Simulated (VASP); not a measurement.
Input of a VASP 6.6.1 run:

POSCAR

```
AlN
1.0
    3.1998979654      0.0000000000      0.0000000000
   -1.5999489827      2.7711929276      0.0000000000
    0.0000000000      0.0000000000      4.8889596026
Al N
2 2
Direct
    0.6666666667      0.3333333333      0.4971691666
    0.3333333333      0.6666666667      0.9971691666
    0.6666666667      0.3333333333      0.8828308334
    0.3333333333      0.6666666667      0.3828308334
```

INCAR.step1

```
SYSTEM = AlN
PREC     = Accurate       ! precision mode
ENCUT    = 520            ! plane-wave cutoff, eV
ISMEAR   = 0              ! smearing method
SIGMA    = 0.02           ! smearing width, eV
LREAL    = .False.        ! projectors in reciprocal space
LASPH    = .True.         ! aspherical terms in the spheres
NELM     = 60             ! most SCF steps
NBANDS   = 16             ! bands
GGA      = PE             ! functional
ALGO     = Normal         ! electronic algorithm
EDIFF    = 1E-4           ! SCF threshold, eV
LWAVE    = .True.         ! write WAVECAR
LCHARG   = .False.        ! write CHGCAR
```

File INCAR.step2:

```
SYSTEM = AlN
PREC     = Accurate       ! precision mode
ENCUT    = 520            ! plane-wave cutoff, eV
EDIFF    = 1E-6           ! SCF threshold, eV
ISMEAR   = 0              ! smearing method
SIGMA    = 0.02           ! smearing width, eV
LREAL    = .False.        ! projectors in reciprocal space
LASPH    = .True.         ! aspherical terms in the spheres
NELM     = 60             ! most SCF steps
ALGO     = Normal         ! electronic algorithm
ISIF     = 2              ! what is computed and relaxed
LWAVE    = .False.        ! write WAVECAR
LCHARG   = .False.        ! write CHGCAR
METAGGA  = R2SCAN         ! meta-GGA
LMIXTAU  = .True.       
NBANDS   = 16             ! bands
ISTART   = 1
```

KPOINTS

```
Automatic mesh
0
Gamma
  12 12 6
  0 0 0
```

Potentials or basis: VASP PAW PBE potentials, release 64 (Al, N).

Launch:

```sh
$ cat potpaw_PBE.64/Al/POTCAR potpaw_PBE.64/N/POTCAR > POTCAR
$ cp INCAR.step1 INCAR
$ mpirun -np 1 vasp_std > vasp.out
$ cp INCAR.step2 INCAR
$ mpirun -np 1 vasp_std > vasp.out
```

(1) Estimate the band gap on the k mesh.

(2) What does it give for the largest force?

(3) Predict the pressure.

Results:

(1) 4.35 eV, direct.

(2) 0.265 eV/Å.

(3) -8.7 GPa.

Caveat: the cell differs from its parent crystal (biaxial strain in the a-b plane: +3.0 %); the PAW data sets were made with another functional, which shifts forces and pressure a little.
